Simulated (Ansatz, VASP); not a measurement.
Two plane-wave programs on Ta

The input INCAR:

```
PREC = Accurate ; ENCUT = 520
EDIFF = 1E-6 ; ISMEAR = 0
SIGMA = 0.15 ; LREAL = False
LASPH = True ; NELM = 60
ALGO = Fast ; ISIF = 2
LWAVE = False ; LCHARG = False
GGA = PS ; NBANDS = 12
```

The input KPOINTS:

```
regular mesh
0
Gamma
  20 20 20
```

The input POSCAR:

```
Ta
1.0
   -1.6760492000      1.6760492000      1.6760492000
    1.6760492000     -1.6760492000      1.6760492000
    1.6760492000      1.6760492000     -1.6760492000
Ta
1
Direct
    0.0000000000      0.0000000000      0.0000000000
```

Input for Ansatz:

```yaml
crystal:
  lattice:
    - [-1.6760492, 1.6760492, 1.6760492]
    - [1.6760492, -1.6760492, 1.6760492]
    - [1.6760492, 1.6760492, -1.6760492]
  atoms:
    - { symbol: Ta, position: [0.0, 0.0, 0.0] }
basis:
  ecutwfc: 420
kpoints:
  mp_grid: { grid: [20, 20, 20] }
hamiltonian:
  xc: pbesol
scf:
  occupations: { method: gaussian, width: 0.15 }
output:
  forces: true
  stress: true
  eigenvalues: true
```

Change from the starting cell: strain +0.015 along x and y, +0.015 along z, atoms carried along.

Alike in both runs: task single point; functional PBEsol; k mesh 20 × 20 × 20; occupations gaussian, width 0.15 eV; no spin polarisation.

|  | VASP | Ansatz |
| --- | --- | --- |
| version | VASP 6.6.1 | Ansatz 0.2.0 |
| potentials or method | VASP PAW PBE potentials, release 64 (Ta_pv), cutoff 520 eV | scalar-relativistic, plane waves, PAW |
| valence electrons in the cell | 11 | 13 |

Ansatz gave:

| Property | Result |
| --- | --- |
| gap on the k mesh at the Fermi level (eV) | none |
| pressure (GPa) | -11.8 |

Task: Which values does VASP return?

Result: gap on the k mesh at the Fermi level (eV): none; pressure (GPa): -11.7.

VASP's potentials were made for PBE, not for PBEsol. A gap of «none» marks a metal or a gap that the smearing closes. VASP's potentials hold 11 valence electrons a cell and Ansatz's 13, so a difference there can come from the potentials and not from the codes.

Neither program's run includes spin-orbit coupling.
